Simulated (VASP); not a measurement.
# GaN (F-43m) in VASP: settings compared

GaN is run at these levels: PBEsol+D4, PBE; tasks: relaxation of cell and atoms, single point.

All numbers are computed with VASP 6.6.1; they aren't measurements. Logs are shortened: lines on timing, memory, paths and dates and some standing lists are left out, and cuts for length are marked.

## 1. The cell of the first run

Symmetry: F-43m, No. 216, cubic system. Conventional cell: a = 4.507 Å, b = 4.507 Å, c = 4.507 Å, α = 90.00°, β = 90.00°, γ = 90.00°. Within 2.6 Å of Ga (site symmetry -43m) lie 4 N at 1.95 Å. N (site symmetry -43m) has 4 Ga at 1.95 Å within 2.6 Å.

## 2. Relaxation of cell and atoms, PBEsol+D4

The input, INCAR:

```
SYSTEM = GaN
ALGO = Normal ; EDIFF = 1E-7
EDIFFG = -0.01 ; ENCUT = 600
GGA = PS ; IBRION = 2
ISIF = 3 ; ISMEAR = -1
IVDW = 13 ; LASPH = .TRUE.
LCHARG = .FALSE. ; LREAL = .FALSE.
LWAVE = .FALSE. ; NELM = 60
NSW = 80 ; PREC = Accurate
SIGMA = 0.05
```

The input, KPOINTS:

```
k-points
0
G
  10 10 10
  0 0 0
```

The input, POSCAR:

```
GaN
1.0
    0.0000000000      2.2535006075      2.2535006075
    2.2535006075      0.0000000000      2.2535006075
    2.2535006075      2.2535006075      0.0000000000
Ga N
1 1
Direct
    0.0000000000      0.0000000000      0.0000000000
    0.2500000000      0.2500000000      0.2500000000
```

Potentials or basis: VASP PAW PBE potentials, release 64 (Ga_d, N).

Command:

```bash
cat potpaw_PBE.64/Ga_d/POTCAR potpaw_PBE.64/N/POTCAR > POTCAR
mpirun -np 1 vasp_std > vasp.out
```

OUTCAR:

```text
SYSTEM = GaN
   EDIFF = 1E-7
   EDIFFG = -0.01
   ENCUT = 600
   GGA = PS
   IBRION = 2
   ISIF = 3
   ISMEAR = -1
   IVDW = 13
   LASPH = .TRUE.
   LREAL = .FALSE.
   NELM = 60
   NSW = 80
   PREC = Accurate

 ion  position               nearest neighbor table
   1  0.000  0.000  0.000-   2 1.95   2 1.95   2 1.95   2 1.95
   2  0.250  0.250  0.250-   1 1.95   1 1.95   1 1.95   1 1.95

  LATTYP: Found a face centered cubic cell.
 ALAT       =     4.5070012150

  Lattice vectors:

 A1 = (   0.0000000000,   2.2535006075,   2.2535006075)
 A2 = (   2.2535006075,   0.0000000000,   2.2535006075)
 A3 = (   2.2535006075,   2.2535006075,   0.0000000000)

Analysis of symmetry for initial positions (statically):
=====================================================================
 Subroutine PRICEL returns:
 Original cell was already a primitive cell.

 Routine SETGRP: Setting up the symmetry group for a
 face centered cubic supercell.

 Subroutine GETGRP returns: Found 24 space group operations
 (whereof 24 operations were pure point group operations)
 out of a pool of 48 trial point group operations.

The static configuration has the point symmetry T_d .

Analysis of symmetry for dynamics (positions and initial velocities):
=====================================================================
 Subroutine PRICEL returns:
 Original cell was already a primitive cell.

 Routine SETGRP: Setting up the symmetry group for a
 face centered cubic supercell.

 Subroutine GETGRP returns: Found 24 space group operations
 (whereof 24 operations were pure point group operations)
 out of a pool of 48 trial point group operations.

The dynamic configuration has the point symmetry T_d .

 Subroutine INISYM returns: Found 24 space group operations
 (whereof 24 operations are pure point group operations),
 and found     1 'primitive' translations

----------------------------------------------------------------------------------------

                                     Primitive cell

  volume of cell :      22.8877

  direct lattice vectors                    reciprocal lattice vectors
     0.000000000  2.253500607  2.253500607    -0.221877020  0.221877020  0.221877020
     2.253500607  0.000000000  2.253500607     0.221877020 -0.221877020  0.221877020
     2.253500607  2.253500607  0.000000000     0.221877020  0.221877020 -0.221877020

  length of vectors
     3.186931122  3.186931122  3.186931122     0.384302272  0.384302272  0.384302272

  position of ions in fractional coordinates (direct lattice)
     0.000000000  0.000000000  0.000000000
     0.250000000  0.250000000  0.250000000

  ion indices of the primitive-cell ions
   primitive index   ion index
                 1           1
                 2           2

----------------------------------------------------------------------------------------

 KPOINTS: k-points

Automatic generation of k-mesh.
 Grid dimensions read from file:
 generate k-points for:   10   10   10

 Generating k-lattice:

  Cartesian coordinates                     Fractional coordinates (reciprocal lattice)
    -0.022187702  0.022187702  0.022187702     0.100000000  0.000000000  0.000000000
     0.022187702 -0.022187702  0.022187702     0.000000000  0.100000000  0.000000000
     0.022187702  0.022187702 -0.022187702     0.000000000  0.000000000  0.100000000

  Length of vectors
     0.038430227  0.038430227  0.038430227

  Shift w.r.t. Gamma in fractional coordinates (k-lattice)
     0.000000000  0.000000000  0.000000000

 Subroutine IBZKPT returns following result:
 ===========================================

 Found     47 irreducible k-points:

 Following reciprocal coordinates:
            Coordinates               Weight
  0.000000  0.000000  0.000000      1.000000
  0.100000  0.000000  0.000000      8.000000
  0.200000  0.000000  0.000000      8.000000
  0.300000  0.000000  0.000000      8.000000
  0.400000  0.000000  0.000000      8.000000
  0.500000  0.000000  0.000000      4.000000
[... 16 lines left out ...]
  0.300000  0.300000  0.000000      6.000000
  0.400000  0.300000  0.000000     24.000000
 [... further k-points ...]
   k-points           NKPTS =     47   k-points in BZ     NKDIM =     47   number of bands    NBANDS=     13
   number of dos      NEDOS =    301   number of ions     NIONS =      2
   total plane-waves  NPLWV =  21952
   dimension x,y,z NGX =    28 NGY =   28 NGZ =   28
   dimension x,y,z NGXF=    56 NGYF=   56 NGZF=   56
   ions per type =               1   1
   NGX,Y,Z   is equivalent  to a cutoff of  14.61, 14.61, 14.61 a.u.
   NGXF,Y,Z  is equivalent  to a cutoff of  29.21, 29.21, 29.21 a.u.
 SYSTEM =  GaN
   PREC   = accura    normal or accurate (medium, high low for compatibility)
   ISTART =      0    job   : 0-new  1-cont  2-samecut
   ICHARG =      2    charge: 1-file 2-atom 10-const
   ISPIN  =      1    spin polarized calculation?
   LNONCOLLINEAR =      F non collinear calculations
   LSORBIT =      F    spin-orbit coupling
   LASPH  =      T    aspherical Exc in radial PAW
   ENCUT  =  600.0 eV  44.10 Ry    6.64 a.u.   6.37  6.37  6.37*2*pi/ulx,y,z
   NELM   =     60;   NELMIN=  2; NELMDL= -5     # of ELM steps
   EDIFF  = 0.1E-06   stopping-criterion for ELM
   LREAL  =      F    real-space projection
   EDIFFG = -.1E-01   stopping-criterion for IOM
   NSW    =     80    number of steps for IOM
   IBRION =      2    ionic relax: 0-MD 1-quasi-New 2-CG
   NFREE  =      1    steps in history (QN), initial steepest desc. (CG)
   ISIF   =      3    stress and relaxation
   ISYM   =      2    0-nonsym 1-usesym 2-fastsym
   POTIM  = 0.5000    time-step for ionic-motion
   TEBEG  =    0.0;   TEEND  =   0.0 temperature during run
   PSTRESS=    0.0 pullay stress
   NELECT =      18.0000    total number of electrons
   NUPDOWN=      -1.0000    fix difference up-down
   EMIN   =  10.00;   EMAX   =-10.00  energy-range for DOS
   EFERMI =   0.00;   METHOD = LEGACY
   ISMEAR =    -1;   SIGMA  =   0.05  broadening in eV -4-tet -1-fermi 0-gaus
   EFERMI_NEDOS =   21; number of points for ismear=-14 and -15
   IALGO  =     38    algorithm
   IMIX   =      4    mixing-type and parameters
     AMIX     =   0.40;   BMIX     =  1.00
     AMIX_MAG =   1.60;   BMIX_MAG =  1.00
  volume/ion in A,a.u.               =      11.44        77.23
  Fermi-wavevector in a.u.,A,eV,Ry     =   1.511117  2.855596 31.068543  2.283473
  Thomas-Fermi vector in A             =   2.621216
   LORBIT       =      0    0 simple, 1 ext, 2 COOP (PROOUT), +10 PAW based schemes
   GGA     = PS    functional components
   LHFCALC =     F    Hartree Fock is set to
   AEXX    =    0.0000 exact exchange contribution
   IVDW    =    13    specifies the selected vdW correction
   LEPSILON=     F    determine dielectric tensor
   LRPA    =     F    only Hartree local field effects (RPA)
 conjugate gradient relaxation of ions
 non-spin polarized calculation
  energy-cutoff  :      600.00
  volume of cell :       22.89
 maximum number of plane-waves:       785
 NGX is ok and might be reduce to    28
   NGX = 13   NGY = 13   NGZ = 13

--------------------------------------- Ionic step        1  -------------------------------------------

 number of electron      18.0000005 magnetization

 Free energy of the ion-electron system (eV)
  ---------------------------------------------------
  ext. energy  EPLUGINS =         0.00000000
  ---------------------------------------------------
  free energy    TOTEN  =       -13.12373634 eV

  energy without entropy =      -13.12373634  energy(sigma->0) =      -13.12373634

------------------------ aborting loop because EDIFF is reached ----------------------------------------

  DFT-D4 for vdW energy calculation

  Edisp (eV):   -0.45694

  FORCE on cell =-STRESS in cart. coord.  units (eV):
  Direction    XX          YY          ZZ          XY          YZ          ZX
  --------------------------------------------------------------------------------------
  -------------------------------------------------------------------------------------
  Total      -0.66755    -0.66755    -0.66755     0.00000     0.00000    -0.00000
  in kB     -46.72985   -46.72985   -46.72985     0.00000     0.00000    -0.00000
  external pressure =      -46.73 kB  Pullay stress =        0.00 kB
[... 61 lines left out ...]
  energy  without entropy=      -13.5813611346  energy(sigma->0) =      -13.58136113

--------------------------------------- Ionic step        3  -------------------------------------------

 number of electron      18.0000002 magnetization

 Free energy of the ion-electron system (eV)
  ---------------------------------------------------
  ext. energy  EPLUGINS =         0.00000000
  ---------------------------------------------------
  free energy    TOTEN  =       -13.12070547 eV

  energy without entropy =      -13.12070547  energy(sigma->0) =      -13.12070547

 E-fermi :   6.4202     XC(G=0): -12.0365

 val. band max:        5.4250655079   @ k =   0.0000   0.0000   0.0000
 cond. band min:       7.2676585079   @ k =   0.0000   0.0000   0.0000
 fundamental gap:      1.8425929999
 Fermi energy:         6.4201739300

 k-point     1 :       0.0000    0.0000    0.0000
  band No.  band energies     occupation
      1     -10.7260      2.00000
      2      -8.0038      2.00000
      3      -8.0038      2.00000
      4      -8.0038      2.00000
      5      -7.6523      2.00000
      6      -7.6523      2.00000
      7       5.4251      2.00000
      8       5.4251      2.00000
      9       5.4251      2.00000
     10       7.2677      0.00000
     11      15.7831      0.00000
     12      15.7831      0.00000
     13      15.7831      0.00000
[... 353 lines left out ...]
 k-point    24 :       0.4000    0.3000    0.0000
  band No.  band energies     occupation
      1      -9.6307      2.00000
      2      -7.8704      2.00000
      3      -7.7596      2.00000
      4      -7.7584      2.00000
      5      -7.5866      2.00000
      6      -6.7679      2.00000
      7       0.3154      2.00000
      8       2.8414      2.00000
      9       3.1782      2.00000
     10       9.8096      0.00000
     11      12.6807      0.00000
     12      16.2259      0.00000
     13      18.4202      0.00000

 [... further k-points ...]

------------------------ aborting loop because EDIFF is reached ----------------------------------------

  DFT-D4 for vdW energy calculation

  Edisp (eV):   -0.46841

  FORCE on cell =-STRESS in cart. coord.  units (eV):
  Direction    XX          YY          ZZ          XY          YZ          ZX
  --------------------------------------------------------------------------------------
  -------------------------------------------------------------------------------------
  Total      -0.00493    -0.00493    -0.00493    -0.00000     0.00000    -0.00000
  in kB      -0.35379    -0.35379    -0.35379    -0.00000     0.00000    -0.00000
  external pressure =       -0.35 kB  Pullay stress =        0.00 kB
[... 17 lines left out ...]
  FREE ENERGIE OF THE ION-ELECTRON SYSTEM (eV)
  ---------------------------------------------------
  free  energy   TOTEN  =       -13.5891197564 eV

  energy  without entropy=      -13.5891197563  energy(sigma->0) =      -13.58911976

 reached required accuracy - stopping structural energy minimisation
```

Wall time 49 s (1 thread of Intel Xeon Platinum 8488C (Sapphire Rapids), shared host); peak memory 0.18 GiB.

Results:

* Free energy: -13.5891 eV
* Relaxed volume: 11.16 Å³/atom
* Relaxed cell: a = 3.161 Å, b = 3.161 Å, c = 3.161 Å, α = 60.00°, β = 60.00°, γ = 60.00°
* Space group after relaxing (to 0.05 Å): F-43m (No. 216)
* Energy gained by relaxing: 4.2 meV/atom
* Ionic steps: 3
* Pressure after relaxing: 0.0 GPa
* Band gap on the k mesh: 1.84 eV, direct
* Dispersion energy per atom: -0.234 eV

The path:
```tsv
step	energy change (eV)	largest force (eV/Å)	pressure (GPa)	volume (Å³)
1	0.0000	0.0000	-4.67	22.89
2	-0.0007	0.0000	4.83	21.80
3	-0.0084	0.0000	-0.04	22.32
```

Final structure:
```
Ga N
1.0
     0.00000    2.23485    2.23485
     2.23485    0.00000    2.23485
     2.23485    2.23485    0.00000
Ga N
1 1
Direct
  0.00000 0.00000 0.00000
  0.25000 0.25000 0.25000
```

Caveat: the PAW data sets were made with another functional, which shifts forces and pressure a little.

(Continued in part 2 of 2.)
